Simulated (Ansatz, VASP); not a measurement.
**Two plane-wave programs on Co**

```
Co
1.0
     1.99395   -4.35510    0.00000
     1.99395    4.35510    0.00000
     0.00000    0.00000    2.64885
Co
4
Direct
  0.13533 0.86467 0.00000
  0.63533 0.36467 0.50000
  0.86467 0.13533 0.00000
  0.36467 0.63533 0.50000
```

Alike in both runs: functional r2SCAN; k mesh 6 × 6 × 4; occupations gaussian, width 0.1 eV; collinear spin.

Ansatz relaxed the structure, and its values are those at the end. VASP's run is a single point on that final structure, the one shown.

|  | VASP | Ansatz |
| --- | --- | --- |
| version | VASP 6.6.1 | Ansatz 0.2.0 |
| potentials or method | VASP PAW PBE potentials, release 64 (Co_sv), cutoff 660 eV | scalar-relativistic, plane waves, PAW |
| valence electrons in the cell | 68 | 68 |

```csv
,VASP,Ansatz,Ansatz less VASP
gap on the k mesh at the Fermi level (eV),none,none,-
pressure (GPa),-2.2,0.2,+2.37
rms of the force components (eV/Å),0.003,0.001,-0.0020
net moment per atom (μB),1.91,1.91,+0.004
size of the moment on the site where the two differ most (μB),2.01,2.02,+0.012
```

VASP's potentials were made for PBE, not for r2SCAN. Site moments also hang on the region over which each program counts them. A gap of «none» marks a metal or a gap that the smearing closes.

The k mesh is coarse, so the values compare programs but aren't converged.
